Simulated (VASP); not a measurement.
Here is a VASP 6.6.1 calculation.

File INCAR:

```
PREC = Accurate ; ENCUT = 520
EDIFF = 1E-6 ; ISMEAR = 0
SIGMA = 0.01 ; LREAL = False
LASPH = True ; NELM = 80
ALGO = Normal ; ISIF = 2
LWAVE = False ; LCHARG = True
GGA = CA ; LELF = True
LVHAR = True ; NBANDS = 11
```

KPOINTS

```
Automatic mesh
0
Gamma
  10 10 10
```

The input POSCAR:

```
SiC
1.0
    2.1211956799      2.1211956799      0.0000000000
   -2.1211956799      2.1211956799      0.0000000000
    0.0000000000      2.1211956799      2.1943214682
Si C
1 1
Direct
    0.0000000000      0.0000000000      0.0000000000
    0.7500000000      0.2500000000      0.5000000000
```

Potentials or basis: VASP PAW LDA potentials, release 64 (Si, C).

Command:

```sh
$ cat potpaw_LDA.64/Si/POTCAR potpaw_LDA.64/C/POTCAR > POTCAR
$ mpirun -np 1 vasp_std > vasp.out
```

Q: What does it give for the band gap on the k mesh?

A: 1.08 eV, indirect (least direct gap 4.51 eV).

Q: What does it give for the pressure?

A: 6.8 GPa.

Stress tensor (GPa, compression positive):
```
9.98 0.00 0.00
0.00 9.98 0.00
0.00 0.00 0.44
```

Caveat: the cell differs from its parent crystal (in-plane strain -0.02, then relaxed in part). A k mesh can miss the band edges.
